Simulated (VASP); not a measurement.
HfN, 2 atoms in the cell. Symmetry: Fm-3m, No. 225, cubic system. The conventional cell has a = 4.593 Å, b = 4.593 Å, c = 4.593 Å, α = 90.00°, β = 90.00°, γ = 90.00°. Within 3.0 Å of Hf (site symmetry m-3m) lie 6 N at 2.30 Å. Within 3.0 Å of N (site symmetry m-3m) lie 6 Hf at 2.30 Å.  This cell differs from its parent crystal: volume scaled by 1.03.

- Program: VASP 6.6.1
- Task: single point
- Functional: PBE
- Potentials or basis: VASP PAW PBE potentials, release 64 (Hf_pv, N)
- Cutoff: 520 eV
- k mesh: 16 × 16 × 16
- Occupations: gaussian, width 0.1 eV
- Spin: no spin polarisation
- Dipole correction: no
- Further INCAR settings: ALGO = Normal; EDIFF = 1e-06; NBANDS = 14

Potentials or basis: VASP PAW PBE potentials, release 64 (Hf_pv, N).

The run is started by

```sh
$ cat potpaw_PBE.64/Hf_pv/POTCAR potpaw_PBE.64/N/POTCAR > POTCAR
$ mpirun -np 1 vasp_std > vasp.out
```

Hardware: 1 thread of AMD EPYC 9R14 (Zen 4), on a shared host.

Estimate the wall time of this run.

Wall time 27 s on 1 thread of AMD EPYC 9R14 (Zen 4), on a shared host, peak memory 0.15 GiB. Counts: scf iterations 13, k points 145.
